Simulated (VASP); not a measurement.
## CdTe (e600): relaxation of the atoms with PBEsol

Crystal: CdTe (e600).

```
CELL_PARAMETERS angstrom
0.00000 3.15116 3.33012
3.15116 0.00000 3.33012
3.15116 3.15116 0.00000
ATOMIC_POSITIONS crystal
Cd 0.00000 0.00000 0.00000
Te 0.25000 0.25000 0.25000
```

This cell differs from its parent crystal: strained cell.

- Program: VASP 6.6.1
- Task: relaxation of the atoms
- Functional: PBEsol
- Potentials or basis: VASP PAW PBE potentials, release 64 (Cd, Te)
- Cutoff: 450 eV
- k mesh: 6 × 6 × 6
- Occupations: gaussian, width 0.02 eV
- Spin: no spin polarisation
- Dipole correction: no
- Further INCAR settings: ALGO = Normal; EDIFF = 1e-07; IBRION = 2; EDIFFG = -0.002; NSW = 60

```yaml
Pressure_after_relaxing: 1.5 GPa
Band_gap_on_the_k_mesh: 0.67 eV, direct
```

Stress tensor (GPa, compression positive):
```
1.84 0.00 0.00
0.00 1.84 0.00
0.00 0.00 0.84
```

Final structure:
```cif
data_structure
_symmetry_space_group_name_H-M 'P 1'
_symmetry_Int_Tables_number 1
_cell_length_a 4.5847
_cell_length_b 4.5847
_cell_length_c 4.4564
_cell_angle_alpha 60.921
_cell_angle_beta 60.921
_cell_angle_gamma 58.157
_cell_volume 66.14
loop_
_atom_site_label
_atom_site_type_symbol
_atom_site_fract_x
_atom_site_fract_y
_atom_site_fract_z
_atom_site_occupancy
Cd1 Cd 0.00000 0.00000 0.00000 1
Te1 Te 0.25000 0.25000 0.25000 1
```

Levels at points of the mesh, in eV from the valence-band top:
```csv
k point,band 7,band 8,band 9,band 10,band 11,band 12
"(0.00, 0.00, 0.00)",-0.21,0.00,0.00,0.67,4.47,4.47
"(0.50, 0.00, 0.00)",-4.70,-1.04,-0.75,1.66,4.92,5.23
"(0.50, 0.50, 0.00)",-4.74,-1.88,-1.88,2.51,2.80,8.53
"(0.50, 0.00, 0.50)",-4.46,-2.17,-2.08,2.28,2.38,8.85
```

Run time: 12 s on 1 thread of AMD EPYC 9R45 96-Core Processor (Zen 5), with other jobs on the host, peak memory 0.15 GiB.

Caveat: the cell differs from its parent crystal (strained cell); the relaxation stopped at its first step, so nothing moved; the PAW data sets were made with another functional, which shifts forces and pressure a little; spin-orbit coupling is left out, which moves the levels of the heavy elements.
